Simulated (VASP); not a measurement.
Input of a VASP 6.6.1 run:

INCAR

```
PREC     = Accurate       # precision mode
ENCUT    = 520            # plane-wave cutoff, eV
EDIFF    = 1E-6           # SCF threshold, eV
ISMEAR   = 0              # smearing method
SIGMA    = 0.02           # smearing width, eV
LREAL    = Auto         
LASPH    = T              # aspherical terms in the spheres
NELM     = 80             # most SCF steps
ALGO     = Normal         # electronic algorithm
ISIF     = 2              # what is computed and relaxed
LWAVE    = F              # write WAVECAR
LCHARG   = F              # write CHGCAR
GGA      = PE             # functional
NELECT   = 64.0         
NBANDS   = 46             # bands
```

The input KPOINTS:

```
Automatic mesh
0
Gamma
  3 3 3
```

POSCAR

```
Mg8HO8
1.0
    0.0000000000      3.8970000000      3.8970000000
    3.8970000000      0.0000000000      3.8970000000
    3.8970000000      3.8970000000      0.0000000000
Mg O H
8 8 1
Direct
   -0.0098335899      0.0086665384      0.0042192712
   -0.0044661278      0.0111564024      0.5018330767
   -0.0044699769      0.5062821401      0.0067134976
   -0.0011394663      0.5115374647      0.5070866051
    0.5052179882      0.0060822428      0.0016336926
    0.5042831665     -0.0275774955      0.5358361560
    0.5042899666      0.5402748268     -0.0320282268
    0.4899194252      0.5090851937      0.5046358737
    0.2677976649      0.2597376187      0.2552893251
    0.2466372851      0.2523788812      0.7600491404
    0.2466407493      0.7644949962      0.2479273800
    0.2381516551      0.7585853220      0.7541408776
    0.7245247626      0.2595704388      0.2551239415
    0.7471581986      0.2637874006      0.7475718501
    0.7471538363      0.7520239928      0.2593424429
    0.7598054914      0.7583038235      0.7538575828
    0.4387253015      0.2767083654      0.2722608417
```

Potentials or basis: VASP PAW PBE potentials, release 64 (Mg, O, H).

Run with:

```sh
$ cat potpaw_PBE.64/Mg/POTCAR potpaw_PBE.64/O/POTCAR potpaw_PBE.64/H/POTCAR > POTCAR
$ mpirun -np 1 vasp_std > vasp.out
```

Problem. What does it give for the largest force?

Solution. 0.404 eV/Å.

Forces on the atoms (eV/Å):
```
Mg   0.003  0.036  0.036
Mg  -0.004  0.008 -0.008
Mg  -0.004 -0.008  0.008
Mg   0.098 -0.015 -0.015
Mg  -0.033 -0.002 -0.002
Mg  -0.014  0.116  0.066
Mg  -0.014  0.066  0.116
Mg  -0.057  0.028  0.028
O   -0.003 -0.063 -0.063
O   -0.004  0.017 -0.002
O   -0.004 -0.002  0.017
O   -0.012  0.053  0.053
O   -0.016  0.015  0.015
O    0.002 -0.001  0.024
O    0.002  0.024 -0.001
O    0.031  0.014  0.014
H    0.031 -0.285 -0.285
```

Caveat: the k points lie up to 0.47 Å⁻¹ apart; the cell carries a net charge on a neutralising background, which shifts energy and pressure.
